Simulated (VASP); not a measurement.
Wanted: the native input for a VASP 6.6.1 run.

- Task: single point
- Functional: PBE
- Potentials or basis: VASP PAW PBE potentials, release 64 (B, O)
- Cutoff: 520 eV
- k mesh: 12 × 12 × 14
- Occupations: gaussian, width 0.1 eV
- Spin: no spin polarisation
- Dipole correction: no
- Further INCAR settings: ALGO = Normal; EDIFF = 1e-06; NBANDS = 20

The structure of B5O lies in POSCAR:

```
B5O
1.0
    4.0458208387      0.0000000000      0.0000000000
   -2.0229104193      3.5037836255      0.0000000000
    0.0000000000      0.0000000000      2.9114694960
B O
5 1
Direct
    0.6666666667      0.3333333333      0.0000000000
    0.3333333333      0.6666666667      0.0000000000
    0.5000000000      0.5000000000      0.5000000000
    0.0000000000      0.5000000000      0.5000000000
    0.5000000000      0.0000000000      0.5000000000
    0.0000000000      0.0000000000      0.0000000000
```

These files were run (other wordings do the same):

INCAR

```
SYSTEM = B5O
PREC = Accurate ; ENCUT = 520
EDIFF = 1E-6 ; ISMEAR = 0
SIGMA = 0.1 ; LREAL = .FALSE.
LASPH = .TRUE. ; NELM = 100
ALGO = Normal ; ISIF = 2
LWAVE = .FALSE. ; LCHARG = .FALSE.
GGA = PE ; NBANDS = 20
```

KPOINTS

```
Automatic mesh
0
G
  12 12 14
  0 0 0
```

Potentials or basis: VASP PAW PBE potentials, release 64 (B, O).

Run with:

```bash
$ cat potpaw_PBE.64/B/POTCAR potpaw_PBE.64/O/POTCAR > POTCAR
$ mpirun -np 1 vasp_std > vasp.out
```

It gave:

```yaml
Pressure: -0.2 GPa
Band_gap_on_the_k_mesh: zero (an odd number of electrons rules out a gap without spin polarisation)
```

Caveat: an odd number of electrons without spin polarisation forces a metal; a magnetic or distorted state may lie lower.

Wall time 53 s on 1 thread of AMD EPYC 9R45 96-Core Processor (Zen 5), with other jobs on the host, peak memory 0.19 GiB.
